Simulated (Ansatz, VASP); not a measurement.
# Two plane-wave programs on SiB2

```
Si B
1.0
     2.96566    0.00000    0.00000
    -1.48283    2.56834    0.00000
     0.00000    0.00000    7.99412
Si B
2 4
Cartesian
  0.0000 0.0000 0.0000
  0.0000 0.0000 3.9971
  0.0000 1.7122 1.9985
  1.4828 0.8561 5.9956
  0.0000 0.0000 1.9985
  0.0000 0.0000 5.9956
```

Alike in both runs: task relaxation of cell and atoms; functional PBE; k mesh 12 × 12 × 6; occupations gaussian, width 0.1 eV; no spin polarisation.

|  | VASP | Ansatz |
| --- | --- | --- |
| version | VASP 6.6.1 | Ansatz 0.2.0 |
| potentials or method | VASP PAW PBE potentials, release 64 (Si, B), cutoff 600 eV | scalar-relativistic, plane waves, PAW |
| valence electrons in the cell | 20 | 20 |

|  | VASP | Ansatz | Ansatz less VASP |
| --- | --- | --- | --- |
| gap on the k mesh at the Fermi level, each at its own relaxed structure (eV) | none | none | - |
| relaxed volume (Å³/atom) | 10.17 | 10.17 | -0.001 |
| relaxed length of the cell vector where the two differ most in proportion (Å) | 7.913 | 7.915 | +0.0020 |

A gap of «none» marks a metal or a gap that the smearing closes.
